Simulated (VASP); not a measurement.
# Cr (Fmmm) in VASP: notebook, part 2 of 2

VASP 6.6.1.

**4. Single point, PBE (strain -0.0200 x Voigt [0, 0, 0, 1, 0, 0])**

The input, INCAR:

```
SYSTEM = Cr
ALGO     = Fast           ! electronic algorithm
EDIFF    = 1E-6           ! SCF threshold, eV
ENCUT    = 520            ! plane-wave cutoff, eV
GGA      = PE             ! functional
ISIF     = 2              ! what is computed and relaxed
ISMEAR   = 0              ! smearing method
LASPH    = .True.         ! aspherical terms in the spheres
LCHARG   = .False.        ! write CHGCAR
LREAL    = .False.        ! projectors in reciprocal space
LWAVE    = .False.        ! write WAVECAR
NBANDS   = 12             ! bands
NELM     = 80             ! most SCF steps
PREC     = Accurate       ! precision mode
SIGMA    = 0.15           ! smearing width, eV
```

The input, KPOINTS:

```
k-points
0
Gamma
  24 24 24
  0 0 0
```

The input, POSCAR:

```
Cr
1.0
   -1.4419500000      1.4275305000      1.4275305000
    1.4419500000     -1.4563695000      1.4563695000
    1.4419500000      1.4563695000     -1.4563695000
Cr
1
Direct
    0.0000000000      0.0000000000      0.0000000000
```

Potentials or basis: VASP PAW PBE potentials, release 64 (Cr_pv).

Command:

```sh
> cat potpaw_PBE.64/Cr_pv/POTCAR > POTCAR
> mpirun -np 1 vasp_std > vasp.out
```

OUTCAR:

```text
SYSTEM = Cr
   EDIFF = 1E-6
   ENCUT = 520
   GGA = PE
   ISIF = 2
   ISMEAR = 0
   LASPH = .True.
   LREAL = .False.
   NELM = 80
   PREC = Accurate

 ion  position               nearest neighbor table
   1  0.000  0.000  0.000-

  LATTYP: Found a face centered orthorhombic cell.
 ALAT       =     2.8839000000
 B/A-ratio  =     1.4000714267
 C/A-ratio  =     1.4283556980

  Lattice vectors:

 A1 = (   0.0000000000,  -0.0288390000,   2.8839000000)
 A2 = (   1.4419500000,  -1.4563695000,   1.4563695000)
 A3 = (   1.4419500000,   1.4275305000,   1.4275305000)

Analysis of symmetry for initial positions (statically):
=====================================================================
 Subroutine PRICEL returns:
 Original cell was already a primitive cell.

 Routine SETGRP: Setting up the symmetry group for a
 face centered orthorhombic supercell.

 Subroutine GETGRP returns: Found  8 space group operations
 (whereof  8 operations were pure point group operations)
 out of a pool of  8 trial point group operations.

The static configuration has the point symmetry D_2h.

[... 162 lines left out ...]
 cond. band min:      10.4577728421   @ k =   0.2083  -0.1250   0.0417
 fundamental gap:      0.0023695173
 Fermi energy:        10.4573532328

 k-point     1 :       0.0000    0.0000    0.0000
  band No.  band energies     occupation
      1     -32.3505      2.00000
      2     -32.3311      2.00000
      3     -32.3133      2.00000
      4       2.7278      2.00000
      5       9.4686      2.00000
      6       9.5720      2.00000
      7       9.6891      2.00000
      8      11.5369      0.00000
      9      11.5434      0.00000
     10      17.5291      0.00000
     11      32.1957      0.00000
     12      32.4627      0.00000
[... 331 lines left out ...]
 k-point    24 :       0.4167    0.0417    0.0000
  band No.  band energies     occupation
      1     -33.1232      2.00000
      2     -32.6040      2.00000
      3     -32.3553      2.00000
      4       6.2465      2.00000
      5       8.2106      2.00000
      6      10.8754      0.00008
      7      11.4855      0.00000
      8      11.9023      0.00000
      9      13.1672      0.00000
     10      17.5239      0.00000
     11      20.8361      0.00000
     12      27.2129      0.00000

 [... further k-points ...]
[... 5 lines left out ...]
  --------------------------------------------------------------------------------------
  -------------------------------------------------------------------------------------
  Total       -0.6937403     -0.6958000     -0.6958000     -0.0000000      0.1326663      0.0000000
  in kB      -92.6915880    -92.9667904    -92.9667904     -0.0000000     17.7257323      0.0000000
  external PRESSURE =     -92.8750563 kB  Pullay stress =       0.0000000 kB

 VOLUME and BASIS-vectors are now :
 -----------------------------------------------------------------------------
  energy-cutoff  :      520.00
  volume of cell :       11.99
      direct lattice vectors                 reciprocal lattice vectors
    -1.441950000  1.427530500  1.427530500     0.000000000  0.350255213  0.350255213
     1.441950000 -1.456369500  1.456369500     0.346752661  0.003467873  0.346787340
     1.441950000  1.456369500 -1.456369500     0.346752661  0.346787340  0.003467873

 POSITION                                       TOTAL-FORCE (eV/Angst)
 -----------------------------------------------------------------------------------
      0.00000      0.00000      0.00000         0.000000      0.000000      0.000000
 -----------------------------------------------------------------------------------
    total drift:                               -0.000000     -0.000000      0.000000

  FREE ENERGIE OF THE ION-ELECTRON SYSTEM (eV)
  ---------------------------------------------------
  free  energy   TOTEN  =        -9.5052585881 eV

  energy  without entropy=       -9.4977664068  energy(sigma->0) =       -9.50151250
```

OSZICAR:

```text
N       E                     dE             d eps       ncg     rms          rms(c)
DAV:   1     0.808268199471E+02    0.80827E+02   -0.71030E+03 47372   0.119E+03
DAV:   2    -0.999556004220E+01   -0.90822E+02   -0.87605E+02 47912   0.297E+02
DAV:   3    -0.112281069700E+02   -0.12325E+01   -0.12257E+01 52200   0.415E+01
DAV:   4    -0.112348307262E+02   -0.67238E-02   -0.67235E-02 50236   0.306E+00
DAV:   5    -0.112349149315E+02   -0.84205E-04   -0.84206E-04 51284   0.315E-01    0.124E+01
RMM:   6    -0.953044995289E+01    0.17045E+01   -0.44371E+00 50212   0.248E+01    0.210E+00
RMM:   7    -0.951506589013E+01    0.15384E-01   -0.77297E-02 52434   0.338E+00    0.112E+00
RMM:   8    -0.950621183362E+01    0.88541E-02   -0.11434E-02 54301   0.110E+00    0.274E-01
RMM:   9    -0.950524672948E+01    0.96510E-03   -0.27755E-03 53848   0.666E-01    0.419E-02
RMM:  10    -0.950526392948E+01   -0.17200E-04   -0.15799E-04 55197   0.188E-01    0.135E-02
RMM:  11    -0.950525792310E+01    0.60064E-05   -0.19395E-05 54884   0.651E-02    0.351E-03
RMM:  12    -0.950525858812E+01   -0.66502E-06   -0.30864E-06 40872   0.246E-02
   1 F= -.95052586E+01 E0= -.95015125E+01  d E =-.749218E-02
```

Wall time 2.2 min (1 thread of AMD EPYC 9R45 (Zen 5), shared host); peak memory 0.33 GiB.

What came out:

```yaml
Free_energy: -9.5053 eV
Pressure: -9.3 GPa
Band_gap_on_the_k_mesh: zero (bands 6 and 7 overlap by 3.00 eV)
```

Caveat: the cell differs from its parent crystal (strain -0.0200 x Voigt [0, 0, 0, 1, 0, 0]); the cell stands under tension; the run has no spin polarisation, though such a crystal can be magnetic.

**5. Single point, PBE (strain +0.0100 x Voigt [0, 0, 0, 1, 0, 0])**

The input, INCAR:

```
SYSTEM = Cr
  ALGO = Fast
  EDIFF = 1E-6
  ENCUT = 520
  GGA = PE
  ISIF = 2
  ISMEAR = 0
  LASPH = .TRUE.
  LCHARG = .FALSE.
  LREAL = .FALSE.
  LWAVE = .FALSE.
  NBANDS = 12
  NELM = 100
  PREC = Accurate
  SIGMA = 0.15
```

The input, KPOINTS:

```
k-points
0
G
  24 24 24
  0 0 0
```

The input, POSCAR:

```
Cr
1.0
   -1.4419500000      1.4491597500      1.4491597500
    1.4419500000     -1.4347402500      1.4347402500
    1.4419500000      1.4347402500     -1.4347402500
Cr
1
Direct
    0.0000000000      0.0000000000      0.0000000000
```

Command:

```sh
> cat potpaw_PBE.64/Cr_pv/POTCAR > POTCAR
> mpirun -np 1 vasp_std > vasp.out
```

Run time: 2.5 min. Hardware: 1 thread of AMD EPYC 9R45 (Zen 5), shared host; peak memory 0.33 GiB.

The run converged. Its results:

| Item | Value |
| --- | --- |
| Free energy | -9.5062 eV |
| Pressure | -9.3 GPa |
| Band gap on the k mesh | zero (bands 6 and 7 overlap by 3.11 eV) |

Stress tensor (GPa, compression positive):
```
-9.33  0.00  0.00
 0.00 -9.34 -0.89
 0.00 -0.89 -9.34
```

Levels at points of the mesh, in eV from the Fermi level:
```csv
k point,band 2,band 3,band 4,band 5,band 6,band 7,band 8,band 9,band 10,band 11
"(0.00, 0.00, 0.00)",-42.79,-42.78,-7.73,-0.93,-0.88,-0.82,1.08,1.08,7.07,21.87
"(0.50, 0.00, 0.00)",-43.04,-42.79,-4.26,-2.36,0.93,1.10,1.43,2.64,7.06,9.37
"(0.00, 0.50, 0.00)",-43.05,-42.79,-4.26,-2.34,1.02,1.07,1.39,2.67,7.06,9.47
"(0.00, 0.50, 0.50)",-43.06,-42.80,-4.26,-2.32,1.04,1.11,1.36,2.70,7.06,9.57
"(0.50, 0.50, 0.50)",-43.35,-43.34,-4.10,-4.10,2.25,2.30,2.35,7.07,10.24,10.26
```

Caveat: the cell differs from its parent crystal (strain +0.0100 x Voigt [0, 0, 0, 1, 0, 0]); the cell stands under tension; the run has no spin polarisation, though such a crystal can be magnetic. Spin polarisation is off, so any magnetic state and its effect on volume and gap are missing.

**6. Summary**

| cell | gap on the mesh (eV) | pressure (GPa) |
| --- | --- | --- |
| a = 2.464, b = 2.531, c = 2.531 Å, angles 110.5, 109.5, 109.5°, 1 atom | none | -9.1 |
| a = 2.523, b = 2.473, c = 2.473 Å, angles 108.7, 109.5, 109.5°, 1 atom | none | -9.2 |
| a = 2.481, b = 2.514, c = 2.514 Å, angles 110.0, 109.5, 109.5°, 1 atom | none | -9.3 |
| a = 2.506, b = 2.489, c = 2.489 Å, angles 109.2, 109.5, 109.5°, 1 atom | none | -9.3 |

Alike in all rows: task single point; level PBE; potentials or basis VASP PAW PBE potentials, release 64 (Cr_pv); no spin polarisation; k mesh 24 × 24 × 24; cutoff (eV) 520; smearing gaussian 0.15 eV.

Caveats: the cell stands under tension; the run has no spin polarisation, though such a crystal can be magnetic.

Absolute energies hang on the potentials; compare differences alone.
